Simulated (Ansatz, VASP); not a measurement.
One calculation of MgO, two programs

```xyz
2
Lattice="0.0000 2.2820 2.2820 2.2820 0.0000 2.2820 2.2820 2.2820 0.0000" Properties=species:S:1:pos:R:3 pbc="T T T"
Mg    0.0000    0.0000    0.0000
O     1.1410    1.1410    1.1410
```

Alike in both runs: task single point; functional HSE06; k mesh 6 × 6 × 6; no spin polarisation.

|  | VASP | Ansatz |
| --- | --- | --- |
| version | VASP 6.6.1 | Ansatz 0.2.0 |
| potentials or method | VASP PAW PBE potentials, release 64 (Mg, O) | plane waves, PAW |
| plane-wave cutoff (eV) | 520 | 420 |
| occupations | gaussian, width 0.01 eV | fixed |
| valence electrons in the cell | 8 | 16 |

Ansatz gave:

- gap on the k mesh at the Fermi level (eV): 5.27
- pressure (GPa): 0.0

Task: Estimate VASP's values.

Result: gap on the k mesh at the Fermi level (eV): 5.24; pressure (GPa): -0.1.

VASP's potentials hold 8 valence electrons a cell and Ansatz's 16, so a difference there can come from the potentials and not from the codes. Ansatz's warnings: stress exchange threshold loose, stress scf threshold loose.
